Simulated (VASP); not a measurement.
# Ga2O3 (P1) in VASP: single point with PBEsol

Aim: the single point of Ga2O3 with PBEsol.

Program: VASP 6.6.1. These are calculated values, not measurements. Logs are shortened: lines on timing, memory, paths and dates and some standing lists are left out, and cuts for length are marked.

**1. The cell of the first run**

The typed cell holds 40 atoms: a = 7.541 Å, b = 7.654 Å, c = 8.421 Å, α = 72.48°, β = 75.38°, γ = 67.31°.

**2. Single point, PBEsol**

Input file INCAR:

```
SYSTEM = Ga2O3
PREC = Accurate ; ENCUT = 520
EDIFF = 1E-6 ; ISMEAR = 0
SIGMA = 0.02 ; LREAL = Auto
LASPH = .TRUE. ; NELM = 100
ALGO = Normal ; ISIF = 2
LWAVE = .FALSE. ; LCHARG = .FALSE.
GGA = PS ; NBANDS = 202
```

Input file KPOINTS:

```
Automatic mesh
0
Gamma
  2 2 2
  0.5 0.5 0.5
```

Input file POSCAR:

```
Ga2O3
1.0
    4.7582719475     -1.5236598570      5.6477888114
    6.1387134723      4.5709795710      0.0036360933
   -1.3804415248      6.0946394280      5.6441527181
Ga O
16 24
Direct
    0.8496336144      0.8337260819      0.8361085721
    0.0993598016      0.5834435471      0.5863104370
    0.5996158478      0.0830020691      0.0865563056
    0.3493531937      0.3330704101      0.3363733557
    0.9019227485      0.4154058440      0.4129211444
    0.1518183008      0.1658212344      0.1624680103
    0.6518868468      0.6658563741      0.6627332600
    0.4021300498      0.9157689650      0.9127775931
    0.0349831603      0.7839523069      0.1698292584
    0.2850265169      0.5340984061      0.9200315724
    0.7850057544      0.0341229235      0.4197718880
    0.5348305555      0.2840674006      0.6700065988
    0.7160908490      0.4651858057      0.0791633090
    0.9663359431      0.2151566377      0.8293850110
    0.4659753620      0.7147708449      0.3294117442
    0.2165138278      0.9651975988      0.5793522910
    1.0006034191      0.0075532709      0.7435839423
    0.2503689519      0.7573801349      0.4938773162
    0.7505462209      0.2571387821      0.9938561751
    0.5001114747      0.5071997684      0.2434184500
    0.7502925574      0.2421043801      0.5051852762
    0.0002211512      0.9924282475      0.2547248188
    0.5002092883      0.4924192357      0.7549598588
    0.2503840045      0.7425348678      0.0049467856
    0.0894687969      0.5643932413      0.3481768726
    0.3392442749      0.3142538183      0.0980815916
    0.8394165368      0.8144406002      0.5980239938
    0.5895173209      0.0644535064      0.8481717651
    0.6618856642      0.6850136552      0.9009719303
    0.9119253574      0.4348480634      0.6510075626
    0.4120244384      0.9345224580      0.1509049881
    0.1618530432      0.1847600101      0.4009254406
    0.4297104002      0.9018152613      0.6801816041
    0.6791542724      0.6509612985      0.4305291867
    0.1797117765      0.1518444258      0.9299905465
    0.9291686445      0.4015019687      0.1803637628
    0.3219003356      0.3476076499      0.5686498210
    0.5717587423      0.0972774487      0.3189004302
    0.0720230127      0.5980541680      0.8186224532
    0.8221025013      0.8478358724      0.0685202620
```

Potentials or basis: VASP PAW PBE potentials, release 64 (Ga_d, O).

Run with:

```bash
$ cat potpaw_PBE.64/Ga_d/POTCAR potpaw_PBE.64/O/POTCAR > POTCAR
$ mpirun -np 1 vasp_std > vasp.out
```

OUTCAR:

```text
SYSTEM = Ga2O3
   PREC = Accurate
   ENCUT = 520
   EDIFF = 1E-6
   ISMEAR = 0
   LREAL = Auto
   LASPH = .TRUE.
   NELM = 100
   ISIF = 2
   GGA = PS

 ion  position               nearest neighbor table
   1  0.850  0.834  0.836-  17 1.94  39 1.95  40 1.95  29 2.02  28 2.08  27 2.08
   2  0.099  0.583  0.586-  18 1.94  39 1.95  37 1.95  30 2.02  25 2.08  27 2.08
   3  0.600  0.083  0.087-  19 1.94  40 1.95  38 1.95  31 2.02  28 2.08  26 2.08
   4  0.349  0.333  0.336-  20 1.94  37 1.95  38 1.95  32 2.02  26 2.08  25 2.08
   5  0.902  0.415  0.413-  21 1.94  34 1.95  36 1.95  25 2.02  32 2.08  30 2.08
   6  0.152  0.166  0.162-  22 1.94  35 1.95  36 1.95  26 2.02  32 2.08  31 2.08
   7  0.652  0.666  0.663-  23 1.94  33 1.95  34 1.95  27 2.02  30 2.08  29 2.08
   8  0.402  0.916  0.913-  24 1.94  33 1.95  35 1.95  28 2.02  29 2.07  31 2.07
   9  0.035  0.784  0.170-  40 1.84  22 1.84  24 1.84  25 1.87
  10  0.285  0.534  0.920-  39 1.84  24 1.84  23 1.84  26 1.87
  11  0.785  0.034  0.420-  38 1.84  21 1.84  22 1.84  27 1.87
  12  0.535  0.284  0.670-  37 1.84  23 1.84  21 1.84  28 1.87
  13  0.716  0.465  0.079-  36 1.84  19 1.84  20 1.84  29 1.87
  14  0.966  0.215  0.829-  35 1.84  17 1.84  19 1.84  30 1.87
  15  0.466  0.715  0.329-  34 1.84  18 1.84  20 1.84  31 1.87
  16  0.217  0.965  0.579-  33 1.84  17 1.84  18 1.84  32 1.87
  17  0.001  0.008  0.744-  14 1.84  16 1.84   1 1.94
[... 9 lines left out ...]
  27  0.839  0.814  0.598-  11 1.87   7 2.02   2 2.08   1 2.08
  28  0.590  0.064  0.848-  12 1.87   8 2.02   1 2.08   3 2.08
  29  0.662  0.685  0.901-  13 1.87   1 2.02   8 2.07   7 2.08
  30  0.912  0.435  0.651-  14 1.87   2 2.02   5 2.08   7 2.08
  31  0.412  0.935  0.151-  15 1.87   3 2.02   8 2.07   6 2.08
  32  0.162  0.185  0.401-  16 1.87   4 2.02   5 2.08   6 2.08
  33  0.430  0.902  0.680-  16 1.84   7 1.95   8 1.95
  34  0.679  0.651  0.431-  15 1.84   7 1.95   5 1.95
  35  0.180  0.152  0.930-  14 1.84   6 1.95   8 1.95
  36  0.929  0.402  0.180-  13 1.84   5 1.95   6 1.95
  37  0.322  0.348  0.569-  12 1.84   4 1.95   2 1.95
  38  0.572  0.097  0.319-  11 1.84   3 1.95   4 1.95
  39  0.072  0.598  0.819-  10 1.84   1 1.95   2 1.95
  40  0.822  0.848  0.069-   9 1.84   3 1.95   1 1.95

  LATTYP: Found a triclinic cell.
 ALAT       =    21.2816769893
 B/A-ratio  =     1.1209303206
 C/A-ratio  =     0.9014791240
 COS(alpha) =     0.0001144304
 COS(beta)  =     0.5397409702
 COS(gamma) =     0.8407751079

  Lattice vectors:

 A1 = (  18.4161404169, -10.6656189990,   0.0109082799)
 A2 = (  23.1744123644,  -0.0000000000,   5.6586970913)
 A3 = (   1.3804415248, -18.2839182840,  -5.6441527181)

Analysis of symmetry for initial positions (statically):
=====================================================================
 Subroutine PRICEL returns:
 Original cell was already a primitive cell.

 Routine SETGRP: Setting up the symmetry group for a
 triclinic supercell.

 Subroutine GETGRP returns: Found  1 space group operations
 (whereof  1 operations were pure point group operations)
 out of a pool of  2 trial point group operations.

The static configuration has the point symmetry C_1 .

Analysis of symmetry for dynamics (positions and initial velocities):
=====================================================================
 Subroutine PRICEL returns:
 Original cell was already a primitive cell.

 Routine SETGRP: Setting up the symmetry group for a
 triclinic supercell.

 Subroutine GETGRP returns: Found  1 space group operations
 (whereof  1 operations were pure point group operations)
 out of a pool of  2 trial point group operations.

The dynamic configuration has the point symmetry C_1 .

 Subroutine INISYM returns: Found  1 space group operations
 (whereof  1 operations are pure point group operations),
 and found     1 'primitive' translations

----------------------------------------------------------------------------------------

                                     Primitive cell

  volume of cell :     422.3933

  direct lattice vectors                    reciprocal lattice vectors
     4.758271947 -1.523659857  5.647788811     0.061026405 -0.082039308  0.103513036
     6.138713472  4.570979571  0.003636093     0.101850581  0.082039308 -0.063676737
    -1.380441525  6.094639428  5.644152718    -0.061131335  0.082039308  0.073635812

  length of vectors
     7.540570916  7.653605069  8.420612119     0.145497831  0.145460358  0.126054436

  position of ions in fractional coordinates (direct lattice)
     0.849633614  0.833726082  0.836108572
     0.099359802  0.583443547  0.586310437
     0.599615848  0.083002069  0.086556306
     0.349353194  0.333070410  0.336373356
     0.901922748  0.415405844  0.412921144
     0.151818301  0.165821234  0.162468010
[... 32 lines left out ...]
     0.072023013  0.598054168  0.818622453
     0.822102501  0.847835872  0.068520262

  ion indices of the primitive-cell ions
   primitive index   ion index
                 1           1
                 2           2
                 3           3
                 4           4
                 5           5
                 6           6
[... 32 lines left out ...]
                39          39
                40          40

----------------------------------------------------------------------------------------

 KPOINTS: Automatic mesh

Automatic generation of k-mesh.
 Grid dimensions read from file:
 generate k-points for:    2    2    2

 Generating k-lattice:

  Cartesian coordinates                     Fractional coordinates (reciprocal lattice)
     0.030513203 -0.041019654  0.051756518     0.500000000  0.000000000  0.000000000
     0.050925291  0.041019654 -0.031838369    -0.000000000  0.500000000  0.000000000
    -0.030565667  0.041019654  0.036817906     0.000000000 -0.000000000  0.500000000

  Length of vectors
     0.072748915  0.072730179  0.063027218

  Shift w.r.t. Gamma in fractional coordinates (k-lattice)
     0.500000000  0.500000000  0.500000000

 Subroutine IBZKPT returns following result:
 ===========================================

 Found      4 irreducible k-points:

 Following reciprocal coordinates:
            Coordinates               Weight
  0.250000  0.250000  0.250000      2.000000
 -0.250000  0.250000  0.250000      2.000000
  0.250000 -0.250000  0.250000      2.000000
 -0.250000 -0.250000  0.250000      2.000000
   k-points           NKPTS =      4   k-points in BZ     NKDIM =      4   number of bands    NBANDS=    202
   number of dos      NEDOS =    301   number of ions     NIONS =     40
   total plane-waves  NPLWV = 215040
   dimension x,y,z NGX =    56 NGY =   60 NGZ =   64
   dimension x,y,z NGXF=   112 NGYF=  120 NGZF=  128
   ions per type =              16  24
   NGX,Y,Z   is equivalent  to a cutoff of  12.35, 13.03, 12.64 a.u.
   NGXF,Y,Z  is equivalent  to a cutoff of  24.69, 26.07, 25.27 a.u.
 SYSTEM =  Ga2O3
   PREC   = accura    normal or accurate (medium, high low for compatibility)
   ISTART =      0    job   : 0-new  1-cont  2-samecut
   ICHARG =      2    charge: 1-file 2-atom 10-const
   ISPIN  =      1    spin polarized calculation?
   LNONCOLLINEAR =      F non collinear calculations
   LSORBIT =      F    spin-orbit coupling
   LASPH  =      T    aspherical Exc in radial PAW
   ENCUT  =  520.0 eV  38.22 Ry    6.18 a.u.  14.02 14.23 15.66*2*pi/ulx,y,z
   NELM   =    100;   NELMIN=  2; NELMDL= -5     # of ELM steps
   EDIFF  = 0.1E-05   stopping-criterion for ELM
   LREAL  =      T    real-space projection
   EDIFFG = 0.1E-04   stopping-criterion for IOM
   NSW    =      0    number of steps for IOM
[... 5 lines left out ...]
   TEBEG  =    0.0;   TEEND  =   0.0 temperature during run
   PSTRESS=    0.0 pullay stress
   NELECT =     352.0000    total number of electrons
   NUPDOWN=      -1.0000    fix difference up-down
   EMIN   =  10.00;   EMAX   =-10.00  energy-range for DOS
   EFERMI =   0.00;   METHOD = LEGACY
   ISMEAR =     0;   SIGMA  =   0.02  broadening in eV -4-tet -1-fermi 0-gaus
   EFERMI_NEDOS =   21; number of points for ismear=-14 and -15
   IALGO  =     38    algorithm
   IMIX   =      4    mixing-type and parameters
     AMIX     =   0.40;   BMIX     =  1.00
     AMIX_MAG =   1.60;   BMIX_MAG =  1.00
  volume/ion in A,a.u.               =      10.56        71.26
  Fermi-wavevector in a.u.,A,eV,Ry     =   1.540577  2.911268 32.291755  2.373377
  Thomas-Fermi vector in A             =   2.646644
   LORBIT       =      0    0 simple, 1 ext, 2 COOP (PROOUT), +10 PAW based schemes
   GGA     = PS    functional components
   LHFCALC =     F    Hartree Fock is set to
   AEXX    =    0.0000 exact exchange contribution
   IVDW    =     0    specifies the selected vdW correction
   LEPSILON=     F    determine dielectric tensor
   LRPA    =     F    only Hartree local field effects (RPA)
 non-spin polarized calculation
 Gauss-broadening in eV      SIGMA  =   0.02
  energy-cutoff  :      520.00
  volume of cell :      422.39
 maximum number of plane-waves:     11380
   NGX = 29   NGY = 29   NGZ = 31

 number of electron     351.9999896 magnetization

 Free energy of the ion-electron system (eV)
  ---------------------------------------------------
  ext. energy  EPLUGINS =         0.00000000
  ---------------------------------------------------
  free energy    TOTEN  =      -255.61228287 eV

  energy without entropy =     -255.61228287  energy(sigma->0) =     -255.61228287

 E-fermi :   3.7887     XC(G=0): -11.8587

 val. band max:        3.6231969994   @ k =   0.2500   0.2500   0.2500
 cond. band min:       6.7960339005   @ k =   0.2500   0.2500   0.2500
 fundamental gap:      3.1728369011
 Fermi energy:         3.7886648353

 k-point     1 :       0.2500    0.2500    0.2500
  band No.  band energies     occupation
      1     -15.0667      2.00000
      2     -14.5564      2.00000
      3     -14.3204      2.00000
      4     -14.2697      2.00000
      5     -14.2180      2.00000
      6     -14.1353      2.00000
[... 753 lines left out ...]
    187      10.3814      0.00000
    188      10.7270      0.00000
 [bands above 188 left out]

------------------------ aborting loop because EDIFF is reached ----------------------------------------

  FORCE on cell =-STRESS in cart. coord.  units (eV):
  Direction    XX          YY          ZZ          XY          YZ          ZX
  --------------------------------------------------------------------------------------
  -------------------------------------------------------------------------------------
  Total        0.5424295      1.0257897      0.7298363      0.0071236      0.0002577     -0.0156357
  in kB        2.0574856      3.8909160      2.7683373      0.0270203      0.0009774     -0.0593076
  external PRESSURE =       2.9055796 kB  Pullay stress =       0.0000000 kB

 VOLUME and BASIS-vectors are now :
 -----------------------------------------------------------------------------
  energy-cutoff  :      520.00
  volume of cell :      422.39
      direct lattice vectors                 reciprocal lattice vectors
     4.758271947 -1.523659857  5.647788811     0.061026405 -0.082039308  0.103513036
     6.138713472  4.570979571  0.003636093     0.101850581  0.082039308 -0.063676737
    -1.380441525  6.094639428  5.644152718    -0.061131335  0.082039308  0.073635812

 POSITION                                       TOTAL-FORCE (eV/Angst)
 -----------------------------------------------------------------------------------
      8.00659      7.61217      9.52071        -0.011034     -0.005483      0.011463
      3.24501      6.08887      3.87251         0.008382     -0.003444      0.024873
      3.24318     -0.00668      3.87534         0.015156      0.006136     -0.002723
      3.24260      3.04024      3.87283         0.019624      0.004762      0.014552
      6.27164      3.04119      7.42597         0.006742      0.004828     -0.023401
      1.51604      1.51683      1.77503        -0.009110      0.008451     -0.010182
[... 32 lines left out ...]
      2.88393      7.61316      5.02938        -0.018124      0.000373      0.010922
      9.02182      3.04044      5.03288        -0.021085     -0.001836      0.012894
 -----------------------------------------------------------------------------------
    total drift:                                0.008952     -0.007604      0.022156

  FREE ENERGIE OF THE ION-ELECTRON SYSTEM (eV)
  ---------------------------------------------------
  free  energy   TOTEN  =      -255.6122828676 eV

  energy  without entropy=     -255.6122828676  energy(sigma->0) =     -255.61228287
```

It took 23 min on 1 thread of Oxide Virtual Turin-like, shared host; peak memory 0.56 GiB.

What came out:

| Property | Result |
| --- | --- |
| Free energy | -255.6123 eV |
| Pressure | 0.3 GPa |
| Largest force | 0.036 eV/Å |
| Band gap on the k mesh | 3.17 eV |

Forces in eV/Å, atoms in the order of the input:
```
Ga  -0.011 -0.005  0.011
Ga   0.008 -0.003  0.025
Ga   0.015  0.006 -0.003
Ga   0.020  0.005  0.015
Ga   0.007  0.005 -0.023
Ga  -0.009  0.008 -0.010
Ga  -0.013 -0.007 -0.014
Ga  -0.008  0.000 -0.018
Ga   0.012 -0.003  0.012
Ga   0.013 -0.011 -0.015
Ga   0.003 -0.006 -0.007
Ga   0.014 -0.010 -0.013
Ga  -0.003  0.010  0.010
Ga  -0.004  0.004 -0.005
Ga   0.001 -0.007  0.003
Ga  -0.012 -0.007 -0.003
O    0.009 -0.004 -0.003
O    0.015 -0.007 -0.011
O    0.013 -0.006 -0.011
O    0.016  0.009  0.007
O   -0.008  0.004  0.012
O   -0.011  0.009  0.023
O   -0.007  0.012  0.024
O   -0.020 -0.003  0.010
O    0.010 -0.002 -0.035
O    0.025  0.001 -0.005
O    0.019 -0.003 -0.017
O    0.019 -0.003 -0.014
O   -0.022 -0.013  0.015
O   -0.027  0.002  0.014
O   -0.023  0.011  0.015
O   -0.026 -0.001  0.009
O   -0.001  0.004 -0.016
O    0.020  0.000 -0.018
O    0.000  0.003 -0.011
O    0.009  0.001 -0.007
O   -0.004  0.011  0.014
O    0.001  0.001  0.017
O   -0.018  0.000  0.011
O   -0.021 -0.002  0.013
```

Caveat: the PAW data sets were made with another functional, which shifts forces and pressure a little; a shifted mesh leaves out Γ, where band edges can lie.
